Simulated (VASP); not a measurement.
# SnSe (zincblende type) (F-43m) in VASP: further runs

SnSe (zincblende type) is run at these levels: PBE; tasks: single point.

Everything below comes from runs of VASP 6.6.1. Logs are shortened: lines on timing, memory, paths and dates and some standing lists are left out, and cuts for length are marked.

### Step 1. The cell of the first run

It takes space group F-43m (No. 216, cubic). Conventional cell: a = 6.778 Å, b = 6.778 Å, c = 6.778 Å, α = 90.00°, β = 90.00°, γ = 90.00°. Sn (site symmetry -43m) has 4 Se at 2.93 Å within 3.9 Å. Se (site symmetry -43m) has 4 Sn at 2.93 Å within 3.9 Å.

### Step 2. Single point, PBE

Contents of INCAR:

```
SYSTEM = SnSe
ALGO     = Normal         ! electronic algorithm
EDIFF    = 1E-7           ! SCF threshold, eV
ENCUT    = 520            ! plane-wave cutoff, eV
GGA      = PE             ! functional
ISIF     = 2              ! what is computed and relaxed
ISMEAR   = -1             ! smearing method
LASPH    = .TRUE.         ! aspherical terms in the spheres
LCHARG   = .TRUE.         ! write CHGCAR
LELF     = .TRUE.         ! ELF
LREAL    = .FALSE.        ! projectors in reciprocal space
LVHAR    = .TRUE.       
LWAVE    = .FALSE.        ! write WAVECAR
NBANDS   = 17             ! bands
NELM     = 80             ! most SCF steps
PREC     = Accurate       ! precision mode
SIGMA    = 0.05           ! smearing width, eV
```

Contents of KPOINTS:

```
k-points
0
G
  12 12 12
  0 0 0
```

Contents of POSCAR:

```
SnSe
1.0
    0.0000000000      3.3889240702      3.3889240702
    3.3889240702      0.0000000000      3.3889240702
    3.3889240702      3.3889240702      0.0000000000
Sn Se
1 1
Direct
    0.0000000000      0.0000000000      0.0000000000
    0.2500000000      0.2500000000      0.2500000000
```

Potentials or basis: VASP PAW PBE potentials, release 64 (Sn_d, Se).

Launch:

```bash
$ cat potpaw_PBE.64/Sn_d/POTCAR potpaw_PBE.64/Se/POTCAR > POTCAR
$ mpirun -np 1 vasp_std > vasp.out
```

OUTCAR:

```text
SYSTEM = SnSe
   EDIFF = 1E-7
   ENCUT = 520
   GGA = PE
   ISIF = 2
   ISMEAR = -1
   LASPH = .TRUE.
   LREAL = .FALSE.
   NELM = 80
   PREC = Accurate

 ion  position               nearest neighbor table
   1  0.000  0.000  0.000-   2 2.93   2 2.93   2 2.93   2 2.93
   2  0.250  0.250  0.250-   1 2.93   1 2.93   1 2.93   1 2.93

  LATTYP: Found a face centered cubic cell.
 ALAT       =     6.7778481404

  Lattice vectors:

 A1 = (   0.0000000000,   3.3889240702,   3.3889240702)
 A2 = (   3.3889240702,   0.0000000000,   3.3889240702)
 A3 = (   3.3889240702,   3.3889240702,   0.0000000000)

Analysis of symmetry for initial positions (statically):
=====================================================================
 Subroutine PRICEL returns:
 Original cell was already a primitive cell.

 Routine SETGRP: Setting up the symmetry group for a
 face centered cubic supercell.

 Subroutine GETGRP returns: Found 24 space group operations
 (whereof 24 operations were pure point group operations)
 out of a pool of 48 trial point group operations.

The static configuration has the point symmetry T_d .

Analysis of symmetry for dynamics (positions and initial velocities):
=====================================================================
 Subroutine PRICEL returns:
 Original cell was already a primitive cell.

 Routine SETGRP: Setting up the symmetry group for a
 face centered cubic supercell.

 Subroutine GETGRP returns: Found 24 space group operations
 (whereof 24 operations were pure point group operations)
 out of a pool of 48 trial point group operations.

The dynamic configuration has the point symmetry T_d .

 Subroutine INISYM returns: Found 24 space group operations
 (whereof 24 operations are pure point group operations),
 and found     1 'primitive' translations

----------------------------------------------------------------------------------------

                                     Primitive cell

  volume of cell :      77.8423

  direct lattice vectors                    reciprocal lattice vectors
     0.000000000  3.388924070  3.388924070    -0.147539452  0.147539452  0.147539452
     3.388924070  0.000000000  3.388924070     0.147539452 -0.147539452  0.147539452
     3.388924070  3.388924070  0.000000000     0.147539452  0.147539452 -0.147539452

  length of vectors
     4.792662382  4.792662382  4.792662382     0.255545827  0.255545827  0.255545827

  position of ions in fractional coordinates (direct lattice)
     0.000000000  0.000000000  0.000000000
     0.250000000  0.250000000  0.250000000

  ion indices of the primitive-cell ions
   primitive index   ion index
                 1           1
                 2           2

----------------------------------------------------------------------------------------

 KPOINTS: k-points

Automatic generation of k-mesh.
 Grid dimensions read from file:
 generate k-points for:   12   12   12

 Generating k-lattice:

  Cartesian coordinates                     Fractional coordinates (reciprocal lattice)
    -0.012294954  0.012294954  0.012294954     0.083333333  0.000000000  0.000000000
     0.012294954 -0.012294954  0.012294954     0.000000000  0.083333333  0.000000000
     0.012294954  0.012294954 -0.012294954     0.000000000  0.000000000  0.083333333

  Length of vectors
     0.021295486  0.021295486  0.021295486

  Shift w.r.t. Gamma in fractional coordinates (k-lattice)
     0.000000000  0.000000000  0.000000000

 Subroutine IBZKPT returns following result:
 ===========================================

 Found     72 irreducible k-points:

 Following reciprocal coordinates:
            Coordinates               Weight
  0.000000  0.000000  0.000000      1.000000
  0.083333  0.000000  0.000000      8.000000
  0.166667  0.000000  0.000000      8.000000
  0.250000  0.000000  0.000000      8.000000
  0.333333  0.000000  0.000000      8.000000
  0.416667  0.000000  0.000000      8.000000
[... 16 lines left out ...]
  0.500000  0.166667  0.000000     24.000000
 -0.416667  0.166667  0.000000     24.000000
 [... further k-points ...]
   k-points           NKPTS =     72   k-points in BZ     NKDIM =     72   number of bands    NBANDS=     17
   number of dos      NEDOS =    301   number of ions     NIONS =      2
   total plane-waves  NPLWV =  46656
   dimension x,y,z NGX =    36 NGY =   36 NGZ =   36
   dimension x,y,z NGXF=    72 NGYF=   72 NGZF=   72
   ions per type =               1   1
   NGX,Y,Z   is equivalent  to a cutoff of  12.49, 12.49, 12.49 a.u.
   NGXF,Y,Z  is equivalent  to a cutoff of  24.98, 24.98, 24.98 a.u.
 SYSTEM =  SnSe
   PREC   = accura    normal or accurate (medium, high low for compatibility)
   ISTART =      0    job   : 0-new  1-cont  2-samecut
   ICHARG =      2    charge: 1-file 2-atom 10-const
   ISPIN  =      1    spin polarized calculation?
   LNONCOLLINEAR =      F non collinear calculations
   LSORBIT =      F    spin-orbit coupling
   LASPH  =      T    aspherical Exc in radial PAW
   ENCUT  =  520.0 eV  38.22 Ry    6.18 a.u.   8.91  8.91  8.91*2*pi/ulx,y,z
   NELM   =     80;   NELMIN=  2; NELMDL= -5     # of ELM steps
   EDIFF  = 0.1E-06   stopping-criterion for ELM
   LREAL  =      F    real-space projection
   EDIFFG = 0.1E-05   stopping-criterion for IOM
   NSW    =      0    number of steps for IOM
   IBRION =     -1    ionic relax: 0-MD 1-quasi-New 2-CG
   NFREE  =      0    steps in history (QN), initial steepest desc. (CG)
   ISIF   =      2    stress and relaxation
   ISYM   =      2    0-nonsym 1-usesym 2-fastsym
   POTIM  = 0.5000    time-step for ionic-motion
   TEBEG  =    0.0;   TEEND  =   0.0 temperature during run
   PSTRESS=    0.0 pullay stress
   NELECT =      20.0000    total number of electrons
   NUPDOWN=      -1.0000    fix difference up-down
   EMIN   =  10.00;   EMAX   =-10.00  energy-range for DOS
   EFERMI =   0.00;   METHOD = LEGACY
   ISMEAR =    -1;   SIGMA  =   0.05  broadening in eV -4-tet -1-fermi 0-gaus
   EFERMI_NEDOS =   21; number of points for ismear=-14 and -15
   IALGO  =     38    algorithm
   IMIX   =      4    mixing-type and parameters
     AMIX     =   0.40;   BMIX     =  1.00
     AMIX_MAG =   1.60;   BMIX_MAG =  1.00
  volume/ion in A,a.u.               =      38.92       262.65
  Fermi-wavevector in a.u.,A,eV,Ry     =   1.040750  1.966732 14.737288  1.083160
  Thomas-Fermi vector in A             =   2.175340
   LORBIT       =      0    0 simple, 1 ext, 2 COOP (PROOUT), +10 PAW based schemes
   GGA     = PE    functional components
   LHFCALC =     F    Hartree Fock is set to
   AEXX    =    0.0000 exact exchange contribution
   IVDW    =     0    specifies the selected vdW correction
   LEPSILON=     F    determine dielectric tensor
   LRPA    =     F    only Hartree local field effects (RPA)
 non-spin polarized calculation
  energy-cutoff  :      520.00
  volume of cell :       77.84
 maximum number of plane-waves:      2126
   NGX = 17   NGY = 17   NGZ = 17

 number of electron      20.0000005 magnetization

 Free energy of the ion-electron system (eV)
  ---------------------------------------------------
  ext. energy  EPLUGINS =         0.00000000
  ---------------------------------------------------
  free energy    TOTEN  =        -7.75551770 eV

  energy without entropy =       -7.75417151  energy(sigma->0) =       -7.75484461

 E-fermi :   2.8539     XC(G=0):  -7.7426

 val. band max:        2.8224142669   @ k =  -0.2500   0.5000   0.2500
 cond. band min:       2.8734732617   @ k =   0.5000   0.5000   0.0000
 fundamental gap:      0.0510589948
 Fermi energy:         2.8538888690

 k-point     1 :       0.0000    0.0000    0.0000
  band No.  band energies     occupation
      1     -18.9613      2.00000
      2     -18.9613      2.00000
      3     -18.9613      2.00000
      4     -18.9503      2.00000
      5     -18.9503      2.00000
      6     -10.3387      2.00000
[... 9 lines left out ...]
     16      10.2474      0.00000
     17      11.4075      0.00000

 k-point     2 :       0.0833    0.0000    0.0000
  band No.  band energies     occupation
      1     -18.9615      2.00000
      2     -18.9611      2.00000
      3     -18.9611      2.00000
      4     -18.9503      2.00000
      5     -18.9503      2.00000
      6     -10.3130      2.00000
[... 9 lines left out ...]
     16       9.9635      0.00000
     17      11.1681      0.00000

 k-point     3 :       0.1667    0.0000    0.0000
  band No.  band energies     occupation
      1     -18.9620      2.00000
      2     -18.9606      2.00000
      3     -18.9606      2.00000
      4     -18.9503      2.00000
      5     -18.9503      2.00000
      6     -10.2407      2.00000
[... 9 lines left out ...]
     16       9.6283      0.00000
     17      10.8432      0.00000

 k-point     4 :       0.2500    0.0000    0.0000
  band No.  band energies     occupation
      1     -18.9628      2.00000
      2     -18.9599      2.00000
      3     -18.9599      2.00000
      4     -18.9501      2.00000
      5     -18.9501      2.00000
      6     -10.1362      2.00000
[... 9 lines left out ...]
     16       9.5398      0.00000
     17      10.9378      0.00000
[... 343 lines left out ...]
      1     -18.9649      2.00000
      2     -18.9585      2.00000
      3     -18.9581      2.00000
      4     -18.9506      2.00000
      5     -18.9493      2.00000
      6      -9.9302      2.00000
[... 9 lines left out ...]
     16      10.8994      0.00000
     17      11.4139      0.00000

 k-point    23 :       0.5000    0.1667    0.0000
  band No.  band energies     occupation
      1     -18.9649      2.00000
      2     -18.9584      2.00000
      3     -18.9579      2.00000
      4     -18.9503      2.00000
      5     -18.9494      2.00000
      6      -9.8658      2.00000
[... 9 lines left out ...]
     16      10.7783      0.00000
     17      11.0870      0.00000

 k-point    24 :      -0.4167    0.1667    0.0000
  band No.  band energies     occupation
      1     -18.9648      2.00000
      2     -18.9585      2.00000
      3     -18.9581      2.00000
      4     -18.9500      2.00000
      5     -18.9497      2.00000
      6      -9.8571      2.00000
[... 9 lines left out ...]
     16      10.1024      0.00000
     17      11.2783      0.00000

 [... further k-points ...]

------------------------ aborting loop because EDIFF is reached ----------------------------------------

  FORCE on cell =-STRESS in cart. coord.  units (eV):
  Direction    XX          YY          ZZ          XY          YZ          ZX
  --------------------------------------------------------------------------------------
  -------------------------------------------------------------------------------------
  Total        0.0028824      0.0028824      0.0028824      0.0000000      0.0000000      0.0000000
  in kB        0.0593268      0.0593268      0.0593268      0.0000000      0.0000000      0.0000000
  external PRESSURE =       0.0593268 kB  Pullay stress =       0.0000000 kB

 VOLUME and BASIS-vectors are now :
 -----------------------------------------------------------------------------
  energy-cutoff  :      520.00
  volume of cell :       77.84
      direct lattice vectors                 reciprocal lattice vectors
     0.000000000  3.388924070  3.388924070    -0.147539452  0.147539452  0.147539452
     3.388924070  0.000000000  3.388924070     0.147539452 -0.147539452  0.147539452
     3.388924070  3.388924070  0.000000000     0.147539452  0.147539452 -0.147539452

 POSITION                                       TOTAL-FORCE (eV/Angst)
 -----------------------------------------------------------------------------------
      0.00000      0.00000      0.00000         0.000000      0.000000      0.000000
      1.69446      1.69446      1.69446        -0.000000     -0.000000     -0.000000
 -----------------------------------------------------------------------------------
    total drift:                               -0.000000     -0.000000     -0.000000

  FREE ENERGIE OF THE ION-ELECTRON SYSTEM (eV)
  ---------------------------------------------------
  free  energy   TOTEN  =        -7.7555176980 eV

  energy  without entropy=       -7.7541715142  energy(sigma->0) =       -7.75484461
```

It took 35 s on 1 thread of Intel Xeon 6975P-C (Granite Rapids), shared host; peak memory 0.26 GiB.

What came out:

| Quantity | Value |
| --- | --- |
| Free energy | -7.7555 eV |
| Pressure | 0.0 GPa |
| Band gap on the k mesh | 0.05 eV (least direct gap 0.68 eV) |

Levels at points of the mesh, in eV from the valence-band top:
```csv
k point,band 7,band 8,band 9,band 10,band 11,band 12,band 13,band 14
"(0.00, 0.00, 0.00)",-5.38,-2.24,-2.24,-2.24,1.47,1.47,1.47,4.79
"(0.50, 0.00, 0.00)",-7.13,-2.74,-2.74,-2.17,2.22,2.22,3.27,6.33
"(0.50, 0.50, 0.00)",-7.39,-3.41,-3.41,-0.63,0.05,4.25,4.25,5.55
```

Caveat: spin-orbit coupling is left out, which moves the levels of the heavy elements. A k mesh can miss the band edges.

### Step 3. Single point, PBE (40.09 Å³/atom)

This run uses another cell than the first one, of 40.09 Å³/atom.

Contents of INCAR:

```
SYSTEM = SnSe
ALGO = Normal
EDIFF = 1E-6
ENCUT = 520
GGA = PE
ISIF = 2
ISMEAR = -1
LASPH = .True.
LCHARG = .False.
LREAL = .False.
LWAVE = .False.
NBANDS = 17
NELM = 100
PREC = Accurate
SIGMA = 0.05
```

Contents of KPOINTS:

```
k-points
0
Gamma
  12 12 12
  0 0 0
```

Contents of POSCAR:

```
SnSe
1.0
    0.0000000000      3.4224799562      3.4224799562
    3.4224799562      0.0000000000      3.4224799562
    3.4224799562      3.4224799562      0.0000000000
Sn Se
1 1
Direct
    0.0000000000      0.0000000000      0.0000000000
    0.2500000000      0.2500000000      0.2500000000
```

Potentials or basis: VASP PAW PBE potentials, release 64 (Sn_d, Se).

Launch:

```bash
$ cat potpaw_PBE.64/Sn_d/POTCAR potpaw_PBE.64/Se/POTCAR > POTCAR
$ mpirun -np 1 vasp_std > vasp.out
```

It took 36 s on 1 thread of Intel Xeon 6975P-C (Granite Rapids), shared host; peak memory 0.26 GiB.

Results (log left out):

```
Free energy            : -7.7495 eV
Pressure               : -0.8 GPa
Band gap on the k mesh : 0.14 eV (least direct gap 0.73 eV)
```

Levels at points of the mesh, in eV from the valence-band top:
```tsv
k point	band 6	band 7	band 8	band 9	band 10	band 11	band 12	band 13	band 14	band 15
(0.00, 0.00, 0.00)	-12.97	-5.40	-2.11	-2.11	-2.11	1.52	1.52	1.52	4.80	7.46
(0.50, 0.00, 0.00)	-12.56	-7.00	-2.60	-2.60	-2.09	2.25	2.25	3.21	6.36	7.34
(0.50, 0.50, 0.00)	-12.42	-7.26	-3.25	-3.25	-0.59	0.14	4.17	4.17	5.57	7.16
```

Caveat: spin-orbit coupling is left out, which moves the levels of the heavy elements.

(Continued in part 2 of 2.)
